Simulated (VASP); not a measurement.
A run of VASP 6.6.1:

The input POSCAR:

```
LiH
1.0
    0.0000000000      2.0033987297      2.0033987297
    2.0033987297      0.0000000000      2.0033987297
    2.0033987297      2.0033987297      0.0000000000
Li H
1 1
Direct
    0.0000000000      0.0000000000      0.0000000000
    0.5000000000      0.5000000000      0.5000000000
```

File INCAR.step1:

```
  ALGO = Normal
  EDIFF = 1E-6
  ENCUT = 520
  GGA = PE
  ISIF = 2
  ISMEAR = 0
  LASPH = T
  LCHARG = T
  LREAL = F
  LWAVE = F
  NBANDS = 9
  NELM = 100
  PREC = Accurate
  SIGMA = 0.02
```

The input KPOINTS.step1:

```
k-points
0
Gamma
  10 10 10
```

Contents of INCAR.step2:

```
  ALGO = Normal
  EDIFF = 1E-6
  ENCUT = 520
  GGA = PE
  ICHARG = 11
  ISIF = 2
  ISMEAR = -5
  LASPH = T
  LCHARG = F
  LORBIT = 11
  LREAL = F
  LWAVE = F
  NBANDS = 9
  NEDOS = 2001
  NELM = 100
  PREC = Accurate
  SIGMA = 0.02
```

Contents of KPOINTS.step2:

```
k-points
0
Gamma
  15 15 15
```

Potentials or basis: VASP PAW PBE potentials, release 64 (Li_sv, H).

Run with:

```console
$ cat potpaw_PBE.64/Li_sv/POTCAR potpaw_PBE.64/H/POTCAR > POTCAR
$ cp INCAR.step1 INCAR
$ cp KPOINTS.step1 KPOINTS
$ mpirun -np 1 vasp_std > vasp.out
$ cp INCAR.step2 INCAR
$ cp KPOINTS.step2 KPOINTS
$ mpirun -np 1 vasp_std > vasp.out
```

Hardware: 1 thread of Intel Xeon 8259CL, with other jobs on the host.

Q: How long does it take, and how much memory?

A: Run time: 19 s on 1 thread of Intel Xeon 8259CL (shared host), peak memory 0.14 GiB. Counts: k points 120.
